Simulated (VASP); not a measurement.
Input of a VASP 6.6.1 run:

INCAR

```
ALGO     = Normal         # electronic algorithm
DIPOL    = 0.5 0.5 0.500
EDIFF    = 1E-6           # SCF threshold, eV
ENCUT    = 520            # plane-wave cutoff, eV
GGA      = CA             # functional
IDIPOL   = 3            
ISIF     = 2              # what is computed and relaxed
ISMEAR   = 0              # smearing method
LASPH    = T              # aspherical terms in the spheres
LCHARG   = F              # write CHGCAR
LDIPOL   = T            
LREAL    = F              # projectors in reciprocal space
LWAVE    = F              # write WAVECAR
NBANDS   = 12             # bands
NELM     = 100            # most SCF steps
PREC     = Accurate       # precision mode
SIGMA    = 0.02           # smearing width, eV
```

KPOINTS

```
k-points
0
Gamma
  9 9 1
```

POSCAR

```
As
1.0
    3.4630000000      0.0000000000      0.0000000000
   -1.7315000000      2.9990459733      0.0000000000
    0.0000000000      0.0000000000     28.0000000000
As
2
Direct
    0.3333333333      0.6666666667      0.5317142857
    0.6666666667      0.3333333333      0.4682857143
```

Potentials or basis: VASP PAW LDA potentials, release 64 (As).

Run with:

```bash
$ cat potpaw_LDA.64/As/POTCAR > POTCAR
$ mpirun -np 1 vasp_std > vasp.out
```

Problem. Estimate the largest force.

Solution. 2.885 eV/Å.

Problem. What does it give for the band gap on the k mesh?

Solution. Zero (band 5 reaches -2.28 eV, above the bottom of band 6 at -3.10 eV).

Forces in eV/Å, atoms in the order of the input:
```
As   0.000  0.000 -2.885
As   0.000  0.000  2.885
```
